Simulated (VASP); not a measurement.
A run of VASP 6.6.1:

Contents of INCAR:

```
ALGO = Normal ; EDIFF = 1E-6
ENCUT = 500 ; GGA = PE
GGA_COMPAT = False ; ISIF = 2
ISMEAR = -1 ; LASPH = True
LCHARG = False ; LREAL = False
LWAVE = False ; NBANDS = 18
NELM = 120 ; PREC = Accurate
SIGMA = 0.05
```

File KPOINTS:

```
k-points
0
Gamma
  16 16 9
```

File POSCAR:

```
Ag
1.0
    2.9358262058      0.0000000000      0.0000000000
   -1.4679131029      2.5425000754      0.0000000000
    0.0000000000      0.0000000000      4.7909594166
Ag
2
Direct
    0.3333333333      0.6666666667      0.2500000000
    0.6666666667      0.3333333333      0.7500000000
```

Potentials or basis: VASP PAW PBE potentials, release 64 (Ag).

Run with:

```sh
$ cat potpaw_PBE.64/Ag/POTCAR > POTCAR
$ mpirun -np 1 vasp_std > vasp.out
```

Hardware: 1 thread of Intel Xeon 8259CL (shared host).

Estimate the wall time of this run.

Wall time 78 s on 1 thread of Intel Xeon 8259CL, on a shared host, peak memory 0.21 GiB. Counts: scf iterations 11, k points 150.
